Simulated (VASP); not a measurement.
# CuRu2 (P6/mmm) in VASP: notebook

CuRu2 is run at these levels: PBE; tasks: single point.

All numbers are computed with VASP 6.6.1; they aren't measurements. Logs are shortened: lines on timing, memory, paths and dates and some standing lists are left out, and cuts for length are marked.

## 1. The cell of the first run

It takes space group P6/mmm (No. 191, hexagonal). The conventional cell has a = 3.315 Å, b = 3.315 Å, c = 3.705 Å, α = 90.00°, β = 90.00°, γ = 120.00°. Within 3.5 Å of Cu (site symmetry 6/mmm) lie 12 Ru at 2.66 Å and 6 Cu at 3.32 Å. Ru (site symmetry -6m2) has 3 Ru at 1.91 Å within 2.5 Å.

The cell was generated, and may not be a known phase.

## 2. Single point, PBE

The input, INCAR:

```
SYSTEM = CuRu2
  PREC = Accurate
  ENCUT = 520
  EDIFF = 1E-7
  ISMEAR = 0
  SIGMA = 0.1
  LREAL = .FALSE.
  LASPH = .TRUE.
  NELM = 80
  ALGO = Normal
  ISIF = 2
  LWAVE = .FALSE.
  LCHARG = .TRUE.
  GGA = PE
  LELF = .TRUE.
  LVHAR = .TRUE.
  NBANDS = 26
```

The input, KPOINTS:

```
Automatic mesh
0
G
  6 6 6
  0 0 0
```

The input, POSCAR:

```
CuRu2
1.0
    3.3154430500      0.0000000000      0.0000000000
   -1.6577215300      2.8712579100      0.0000000000
    0.0000000000      0.0000000000      3.7048760200
Cu Ru
1 2
Direct
    0.0000000000      0.0000000000      0.0000000000
    0.3333333300      0.6666666700      0.5000000000
    0.6666666700      0.3333333300      0.5000000000
```

Potentials or basis: VASP PAW PBE potentials, release 64 (Cu, Ru_pv).

Command:

```console
cat potpaw_PBE.64/Cu/POTCAR potpaw_PBE.64/Ru_pv/POTCAR > POTCAR
mpirun -np 1 vasp_std > vasp.out
```

OUTCAR:

```text
SYSTEM = CuRu2
   PREC = Accurate
   ENCUT = 520
   EDIFF = 1E-7
   ISMEAR = 0
   LREAL = .FALSE.
   LASPH = .TRUE.
   NELM = 80
   ISIF = 2
   GGA = PE

 ion  position               nearest neighbor table
   1  0.000  0.000  0.000-   2 2.66   3 2.66   2 2.66   3 2.66   3 2.66   3 2.66   2 2.66   2 2.66
                             3 2.66   3 2.66   2 2.66   2 2.66
   2  0.333  0.667  0.500-   3 1.91   3 1.91   3 1.91   1 2.66   1 2.66   1 2.66   1 2.66   1 2.66
                             1 2.66
   3  0.667  0.333  0.500-   2 1.91   2 1.91   2 1.91   1 2.66   1 2.66   1 2.66   1 2.66   1 2.66
                             1 2.66

  LATTYP: Found a hexagonal cell.
 ALAT       =     3.3154430500
 C/A-ratio  =     1.1174603105

  Lattice vectors:

 A1 = (   3.3154430500,   0.0000000000,   0.0000000000)
 A2 = (  -1.6577215300,   2.8712579100,   0.0000000000)
 A3 = (   0.0000000000,   0.0000000000,   3.7048760200)

Analysis of symmetry for initial positions (statically):
=====================================================================
 Subroutine PRICEL returns:
 Original cell was already a primitive cell.

 Routine SETGRP: Setting up the symmetry group for a
 hexagonal supercell.

 Subroutine GETGRP returns: Found 24 space group operations
 (whereof 24 operations were pure point group operations)
 out of a pool of 24 trial point group operations.

The static configuration has the point symmetry D_6h.

Analysis of symmetry for dynamics (positions and initial velocities):
=====================================================================
 Subroutine PRICEL returns:
 Original cell was already a primitive cell.

 Routine SETGRP: Setting up the symmetry group for a
 hexagonal supercell.

 Subroutine GETGRP returns: Found 24 space group operations
 (whereof 24 operations were pure point group operations)
 out of a pool of 24 trial point group operations.

The dynamic configuration has the point symmetry D_6h.

 Subroutine INISYM returns: Found 24 space group operations
 (whereof 24 operations are pure point group operations),
 and found     1 'primitive' translations

----------------------------------------------------------------------------------------

                                     Primitive cell

  volume of cell :      35.2685

  direct lattice vectors                    reciprocal lattice vectors
     3.315443050  0.000000000  0.000000000     0.301618814  0.174139704  0.000000000
    -1.657721530  2.871257910  0.000000000     0.000000000  0.348279406  0.000000000
[... 83 lines left out ...]
   LSORBIT =      F    spin-orbit coupling
   LASPH  =      T    aspherical Exc in radial PAW
   ENCUT  =  520.0 eV  38.22 Ry    6.18 a.u.   6.16  6.16  6.89*2*pi/ulx,y,z
   NELM   =     80;   NELMIN=  2; NELMDL= -5     # of ELM steps
   EDIFF  = 0.1E-06   stopping-criterion for ELM
   LREAL  =      F    real-space projection
   EDIFFG = 0.1E-05   stopping-criterion for IOM
   NSW    =      0    number of steps for IOM
   IBRION =     -1    ionic relax: 0-MD 1-quasi-New 2-CG
   NFREE  =      0    steps in history (QN), initial steepest desc. (CG)
   ISIF   =      2    stress and relaxation
   ISYM   =      2    0-nonsym 1-usesym 2-fastsym
   POTIM  = 0.5000    time-step for ionic-motion
   TEBEG  =    0.0;   TEEND  =   0.0 temperature during run
   PSTRESS=    0.0 pullay stress
   NELECT =      39.0000    total number of electrons
   NUPDOWN=      -1.0000    fix difference up-down
   EMIN   =  10.00;   EMAX   =-10.00  energy-range for DOS
   EFERMI =   0.00;   METHOD = LEGACY
   ISMEAR =     0;   SIGMA  =   0.10  broadening in eV -4-tet -1-fermi 0-gaus
   EFERMI_NEDOS =   21; number of points for ismear=-14 and -15
   IALGO  =     38    algorithm
   IMIX   =      4    mixing-type and parameters
     AMIX     =   0.40;   BMIX     =  1.00
     AMIX_MAG =   1.60;   BMIX_MAG =  1.00
  volume/ion in A,a.u.               =      11.76        79.33
  Fermi-wavevector in a.u.,A,eV,Ry     =   1.692910  3.199136 38.993541  2.865944
  Thomas-Fermi vector in A             =   2.774411
   LORBIT       =      0    0 simple, 1 ext, 2 COOP (PROOUT), +10 PAW based schemes
   GGA     = PE    functional components
   LHFCALC =     F    Hartree Fock is set to
   AEXX    =    0.0000 exact exchange contribution
   IVDW    =     0    specifies the selected vdW correction
   LEPSILON=     F    determine dielectric tensor
   LRPA    =     F    only Hartree local field effects (RPA)
 non-spin polarized calculation
 Gauss-broadening in eV      SIGMA  =   0.10
  energy-cutoff  :      520.00
  volume of cell :       35.27
 maximum number of plane-waves:       974
 NGX is ok and might be reduce to    28
   NGX = 13   NGY = 13   NGZ = 13

 number of electron      39.0000011 magnetization

 Free energy of the ion-electron system (eV)
  ---------------------------------------------------
  ext. energy  EPLUGINS =         0.00000000
  ---------------------------------------------------
  free energy    TOTEN  =        -9.41725432 eV

  energy without entropy =       -9.40555646  energy(sigma->0) =       -9.41140539

 E-fermi :  13.2851     XC(G=0): -13.9923

 val. band max:       13.2651937619   @ k =   0.3333   0.0000   0.0000
 cond. band min:      13.2873893246   @ k =   0.1667   0.1667   0.1667
 fundamental gap:      0.0221955627
 Fermi energy:        13.2851293255

 k-point     1 :       0.0000    0.0000    0.0000
  band No.  band energies     occupation
      1     -33.9924      2.00000
      2     -33.9924      2.00000
      3     -31.3167      2.00000
      4     -29.4307      2.00000
      5     -28.7353      2.00000
      6     -28.7353      2.00000
[... 685 lines left out ...]
     25      22.8065      0.00000
     26      23.6898      0.00000

 [... further k-points ...]
[... 5 lines left out ...]
  --------------------------------------------------------------------------------------
  -------------------------------------------------------------------------------------
  Total       60.0654831     60.0654832      8.3615708     -0.0000001      0.0000000      0.0000000
  in kB     2728.6516796   2728.6516870    379.8490070     -0.0000048      0.0000000      0.0000000
  external PRESSURE =    1945.7174578 kB  Pullay stress =       0.0000000 kB

 VOLUME and BASIS-vectors are now :
 -----------------------------------------------------------------------------
  energy-cutoff  :      520.00
  volume of cell :       35.27
      direct lattice vectors                 reciprocal lattice vectors
     3.315443050  0.000000000  0.000000000     0.301618814  0.174139704  0.000000000
    -1.657721530  2.871257910  0.000000000     0.000000000  0.348279406  0.000000000
     0.000000000  0.000000000  3.704876020     0.000000000  0.000000000  0.269914565

 POSITION                                       TOTAL-FORCE (eV/Angst)
 -----------------------------------------------------------------------------------
      0.00000      0.00000      0.00000         0.000000      0.000000     -0.000000
     -0.00000      1.91417      1.85244        -0.000000     -0.000000     -0.000000
      1.65772      0.95709      1.85244         0.000000      0.000000      0.000000
 -----------------------------------------------------------------------------------
    total drift:                                0.000000      0.000000      0.000000

  FREE ENERGIE OF THE ION-ELECTRON SYSTEM (eV)
  ---------------------------------------------------
  free  energy   TOTEN  =        -9.4172543190 eV

  energy  without entropy=       -9.4055564553  energy(sigma->0) =       -9.41140539
```

OSZICAR:

```text
N       E                     dE             d eps       ncg     rms          rms(c)
DAV:   1     0.420647119989E+03    0.42065E+03   -0.22702E+04  1624   0.212E+03
DAV:   2     0.706004484302E+01   -0.41359E+03   -0.40242E+03  1520   0.515E+02
DAV:   3    -0.109836157768E+02   -0.18044E+02   -0.17331E+02  1606   0.120E+02
DAV:   4    -0.114629449139E+02   -0.47933E+00   -0.47819E+00  1980   0.182E+01
DAV:   5    -0.114796338576E+02   -0.16689E-01   -0.16681E-01  1992   0.326E+00    0.623E+01
DAV:   6    -0.150256946925E+02   -0.35461E+01   -0.75832E+01  1754   0.173E+02    0.351E+01
DAV:   7    -0.946850365991E+01    0.55572E+01   -0.25934E+01  1750   0.131E+02    0.227E+01
DAV:   8    -0.962947823813E+01   -0.16097E+00   -0.16943E+00  1816   0.903E+00    0.513E+00
DAV:   9    -0.945533333770E+01    0.17414E+00   -0.20013E+00  1894   0.301E+01    0.157E+00
DAV:  10    -0.942040475682E+01    0.34929E-01   -0.27791E-01  1874   0.137E+01    0.611E-01
DAV:  11    -0.941897577408E+01    0.14290E-02   -0.44356E-02  1836   0.502E+00    0.383E-01
DAV:  12    -0.941735225291E+01    0.16235E-02   -0.55880E-03  2348   0.163E+00    0.137E-01
DAV:  13    -0.941725576522E+01    0.96488E-04   -0.71624E-04  2184   0.530E-01    0.197E-02
DAV:  14    -0.941725654804E+01   -0.78282E-06   -0.41490E-05  1826   0.544E-02    0.179E-02
DAV:  15    -0.941725475438E+01    0.17937E-05   -0.26640E-06  2264   0.240E-02    0.725E-03
DAV:  16    -0.941725425665E+01    0.49773E-06   -0.43003E-06  1768   0.510E-02    0.128E-03
DAV:  17    -0.941725436087E+01   -0.10422E-06   -0.30851E-07  1508   0.405E-03    0.142E-03
DAV:  18    -0.941725431896E+01    0.41910E-07   -0.31071E-07  1368   0.136E-02
   1 F= -.94172543E+01 E0= -.94114054E+01  d E =-.116979E-01
```

stdout:

```text
POSCAR found type information on POSCAR CuRu
 POSCAR found :  2 types and       3 ions
 scaLAPACK will be used
 LDA part: xc-table for (Slater+PW92), standard interpolation
 POSCAR, INCAR and KPOINTS ok, starting setup
 FFT: planning ... GRIDC
 FFT: planning ... GRID_SOFT
 FFT: planning ... GRID
 WAVECAR not read
 entering main loop
```

It took 32 s on 1 thread of Intel Xeon Platinum 8488C (Sapphire Rapids), shared host; peak memory 0.16 GiB.

What came out:

* Free energy: -9.4173 eV
* Pressure: 194.6 GPa
* Band gap on the k mesh: zero (an odd number of electrons rules out a gap without spin polarisation)

Caveat: the k points lie up to 0.36 Å⁻¹ apart, too coarse for converged energies and pressures of a metal; atoms lie so close that the PAW spheres overlap strongly, which falsifies energies and pressures.

## 3. Single point, PBE

This run uses another cell than the first one, of 13.77 Å³/atom.

The input, INCAR:

```
ALGO     = Fast           # electronic algorithm
EDIFF    = 1E-6           # SCF threshold, eV
ENCUT    = 520            # plane-wave cutoff, eV
GGA      = PE             # functional
ISIF     = 2              # what is computed and relaxed
ISMEAR   = 0              # smearing method
LASPH    = True           # aspherical terms in the spheres
LCHARG   = False          # write CHGCAR
LREAL    = False          # projectors in reciprocal space
LWAVE    = False          # write WAVECAR
NBANDS   = 26             # bands
NELM     = 100            # most SCF steps
PREC     = Accurate       # precision mode
SIGMA    = 0.1            # smearing width, eV
```

The input, KPOINTS:

```
k-points
0
Gamma
  6 6 6
```

The input, POSCAR:

```
CuRu2
1.0
    4.2894090048      0.0000000037      0.0000000000
   -2.1447045056      3.7147371635      0.0000000000
    0.0000000000      0.0000000000      2.5921112962
Cu Ru
1 2
Direct
    0.0000000000      0.0000000000      0.0000000000
    0.3333333333      0.6666666667      0.5000000000
    0.6666666667      0.3333333333      0.5000000000
```

Potentials or basis: VASP PAW PBE potentials, release 64 (Cu, Ru_pv).

Command:

```console
cat potpaw_PBE.64/Cu/POTCAR potpaw_PBE.64/Ru_pv/POTCAR > POTCAR
mpirun -np 1 vasp_std > vasp.out
```

OUTCAR:

```text
EDIFF = 1E-6
   ENCUT = 520
   GGA = PE
   ISIF = 2
   ISMEAR = 0
   LASPH = True
   LREAL = False
   NELM = 100
   PREC = Accurate

 ion  position               nearest neighbor table
   1  0.000  0.000  0.000-   2 2.80   3 2.80   2 2.80   3 2.80   2 2.80   2 2.80   3 2.80   3 2.80
                             3 2.80   3 2.80   2 2.80   2 2.80
   2  0.333  0.667  0.500-   3 2.48   3 2.48   3 2.48   1 2.80   1 2.80   1 2.80   1 2.80   1 2.80
                             1 2.80
   3  0.667  0.333  0.500-   2 2.48   2 2.48   2 2.48   1 2.80   1 2.80   1 2.80   1 2.80   1 2.80
                             1 2.80

  LATTYP: Found a hexagonal cell.
 ALAT       =     4.2894090048
 C/A-ratio  =     0.6043049971

  Lattice vectors:

 A1 = (   4.2894090048,   0.0000000037,   0.0000000000)
 A2 = (  -2.1447045056,   3.7147371635,   0.0000000000)
 A3 = (   0.0000000000,   0.0000000000,   2.5921112962)

Analysis of symmetry for initial positions (statically):
=====================================================================
 Subroutine PRICEL returns:
 Original cell was already a primitive cell.

 Routine SETGRP: Setting up the symmetry group for a
 hexagonal supercell.

 Subroutine GETGRP returns: Found 24 space group operations
 (whereof 24 operations were pure point group operations)
 out of a pool of 24 trial point group operations.

The static configuration has the point symmetry D_6h.

Analysis of symmetry for dynamics (positions and initial velocities):
=====================================================================
 Subroutine PRICEL returns:
 Original cell was already a primitive cell.

 Routine SETGRP: Setting up the symmetry group for a
 hexagonal supercell.

 Subroutine GETGRP returns: Found 24 space group operations
 (whereof 24 operations were pure point group operations)
 out of a pool of 24 trial point group operations.

[... 112 lines left out ...]
   PSTRESS=    0.0 pullay stress
   NELECT =      39.0000    total number of electrons
   NUPDOWN=      -1.0000    fix difference up-down
   EMIN   =  10.00;   EMAX   =-10.00  energy-range for DOS
   EFERMI =   0.00;   METHOD = LEGACY
   ISMEAR =     0;   SIGMA  =   0.10  broadening in eV -4-tet -1-fermi 0-gaus
   EFERMI_NEDOS =   21; number of points for ismear=-14 and -15
   IALGO  =     68    algorithm
   IMIX   =      4    mixing-type and parameters
     AMIX     =   0.40;   BMIX     =  1.00
     AMIX_MAG =   1.60;   BMIX_MAG =  1.00
  volume/ion in A,a.u.               =      13.77        92.91
  Fermi-wavevector in a.u.,A,eV,Ry     =   1.606090  3.035071 35.096584  2.579526
  Thomas-Fermi vector in A             =   2.702333
   LORBIT       =      0    0 simple, 1 ext, 2 COOP (PROOUT), +10 PAW based schemes
   GGA     = PE    functional components
   LHFCALC =     F    Hartree Fock is set to
   AEXX    =    0.0000 exact exchange contribution
   IVDW    =     0    specifies the selected vdW correction
   LEPSILON=     F    determine dielectric tensor
   LRPA    =     F    only Hartree local field effects (RPA)
 non-spin polarized calculation
 RMM-DIIS sequential band-by-band and
 Gauss-broadening in eV      SIGMA  =   0.10
  energy-cutoff  :      520.00
  volume of cell :       41.30
 maximum number of plane-waves:      1128
 NGX is ok and might be reduce to    32
   NGX = 15   NGY = 15   NGZ =  9

 number of electron      39.0000007 magnetization

 Free energy of the ion-electron system (eV)
  ---------------------------------------------------
  ext. energy  EPLUGINS =         0.00000000
  ---------------------------------------------------
  free energy    TOTEN  =       -20.97497467 eV

  energy without entropy =      -20.95645890  energy(sigma->0) =      -20.96571679

 E-fermi :  10.4089     XC(G=0): -13.3138

 val. band max:       10.4005662313   @ k =   0.5000   0.0000   0.1667
 cond. band min:      10.4232499629   @ k =   0.1667   0.0000   0.5000
 fundamental gap:      0.0226837316
 Fermi energy:        10.4089126394

 k-point     1 :       0.0000    0.0000    0.0000
  band No.  band energies     occupation
      1     -32.8712      2.00000
      2     -32.8712      2.00000
      3     -32.1502      2.00000
      4     -32.1052      2.00000
      5     -32.1052      2.00000
      6     -31.9864      2.00000
[... 685 lines left out ...]
     25      18.6895      0.00000
     26      18.7565      0.00000

 [... further k-points ...]
[... 5 lines left out ...]
  --------------------------------------------------------------------------------------
  -------------------------------------------------------------------------------------
  Total        0.0706089      0.0706089      0.0315925      0.0000000     -0.0000000      0.0000000
  in kB        2.7389908      2.7389908      1.2255075      0.0000000     -0.0000000      0.0000000
  external PRESSURE =       2.2344964 kB  Pullay stress =       0.0000000 kB

 VOLUME and BASIS-vectors are now :
 -----------------------------------------------------------------------------
  energy-cutoff  :      520.00
  volume of cell :       41.30
      direct lattice vectors                 reciprocal lattice vectors
     4.289409005  0.000000004  0.000000000     0.233132350  0.134599025  0.000000000
    -2.144704506  3.714737164  0.000000000    -0.000000000  0.269198050  0.000000000
     0.000000000  0.000000000  2.592111296     0.000000000  0.000000000  0.385785904

 POSITION                                       TOTAL-FORCE (eV/Angst)
 -----------------------------------------------------------------------------------
      0.00000      0.00000      0.00000         0.000000      0.000000      0.000000
     -0.00000      2.47649      1.29606         0.000000     -0.000000     -0.000000
      2.14470      1.23825      1.29606        -0.000000      0.000000      0.000000
 -----------------------------------------------------------------------------------
    total drift:                               -0.000000      0.000000      0.000000

  FREE ENERGIE OF THE ION-ELECTRON SYSTEM (eV)
  ---------------------------------------------------
  free  energy   TOTEN  =       -20.9749746705 eV

  energy  without entropy=      -20.9564588998  energy(sigma->0) =      -20.96571679
```

stdout:

```text
POSCAR found type information on POSCAR CuRu
 POSCAR found :  2 types and       3 ions
 scaLAPACK will be used
 LDA part: xc-table for (Slater+PW92), standard interpolation
 POSCAR, INCAR and KPOINTS ok, starting setup
 FFT: planning ... GRIDC
 FFT: planning ... GRID_SOFT
 FFT: planning ... GRID
 WAVECAR not read
 entering main loop
```

Run time: 28 s. Hardware: 1 thread of Intel Xeon Platinum 8488C (Sapphire Rapids), shared host; peak memory 0.17 GiB.

What came out:

| Quantity | Value |
| --- | --- |
| Free energy | -20.9750 eV |
| Pressure | 0.2 GPa |
| Band gap on the k mesh | zero (an odd number of electrons rules out a gap without spin polarisation) |

Caveat: the k points lie up to 0.40 Å⁻¹ apart, too coarse for converged energies and pressures of a metal.

The gap in the log of VASP goes by the Fermi energy; the results here count the filled bands.